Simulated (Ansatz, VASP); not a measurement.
## One calculation of CsCdCl3, two programs

The input INCAR:

```
PREC     = Accurate       # precision mode
ENCUT    = 500            # plane-wave cutoff, eV
EDIFF    = 1E-6           # SCF threshold, eV
ISMEAR   = 0              # smearing method
SIGMA    = 0.02           # smearing width, eV
LREAL    = F              # projectors in reciprocal space
LASPH    = T              # aspherical terms in the spheres
NELM     = 120            # most SCF steps
ALGO     = Normal         # electronic algorithm
ISIF     = 2              # what is computed and relaxed
LWAVE    = F              # write WAVECAR
LCHARG   = T              # write CHGCAR
GGA      = CA             # functional
LELF     = T              # ELF
LVHAR    = T            
NBANDS   = 29             # bands
GGA_COMPAT= F
```

Contents of KPOINTS:

```
Automatic mesh
0
Gamma
  6 6 6
```

POSCAR

```
CsCdCl3
1.0
    4.7011724694      0.0000000000      0.0000000000
    0.0000000000      4.7011724694      0.0000000000
    0.0000000000      0.0000000000      4.7011724694
Cs Cd Cl
1 1 3
Direct
    0.0000000000      0.0000000000      0.0000000000
    0.5000000000      0.5000000000      0.5000000000
    0.0000000000      0.5000000000      0.5000000000
    0.5000000000      0.0000000000      0.5000000000
    0.5000000000      0.5000000000      0.0000000000
```

Input for Ansatz:

```yaml
crystal:
  lattice:
    - [4.7011724694, 0.0, 0.0]
    - [0.0, 4.7011724694, 0.0]
    - [0.0, 0.0, 4.7011724694]
  atoms:
    - { symbol: Cs, position: [0.0, 0.0, 0.0] }
    - { symbol: Cd, position: [0.5, 0.5, 0.5] }
    - { symbol: Cl, position: [0.0, 0.5, 0.5] }
    - { symbol: Cl, position: [0.5, 0.0, 0.5] }
    - { symbol: Cl, position: [0.5, 0.5, 0.0] }
basis:
  ecutwfc: 420
kpoints:
  mp_grid: { grid: [6, 6, 6] }
  band_path: { path: [VBM, CBM], npoints: 2 }
hamiltonian:
  xc: lda
scf:
  occupations: { method: gaussian, width: 0.02 }
output:
  forces: true
  stress: true
  eigenvalues: true
checkpoint:
  read: start.run
  write: ck
  compress: false
  write_wavefunctions: false
  write_every: 100000
```

Alike in both runs: task single point; functional LDA; k mesh 6 × 6 × 6; occupations gaussian, width 0.02 eV; no spin polarisation.

|  | VASP | Ansatz |
| --- | --- | --- |
| version | VASP 6.6.1 | Ansatz 0.2.0 |
| potentials or method | VASP PAW LDA potentials, release 64 (Cs_sv, Cd, Cl), cutoff 500 eV | scalar-relativistic, plane waves, PAW |
| valence electrons in the cell | 42 | 50 |

```tsv
	VASP	Ansatz	Ansatz less VASP
gap on the k mesh at the Fermi level (eV)	1.86	1.82	-0.038
least direct gap on the mesh (eV)	3.46	3.44	-0.020
pressure (GPa)	20.9	20.0	-0.92
```

LDA's correlation is that of Perdew and Zunger in VASP and of Perdew and Wang (1992) in Ansatz. VASP's potentials hold 42 valence electrons a cell and Ansatz's 50, so a difference there can come from the potentials and not from the codes.

Spin-orbit coupling is off throughout.
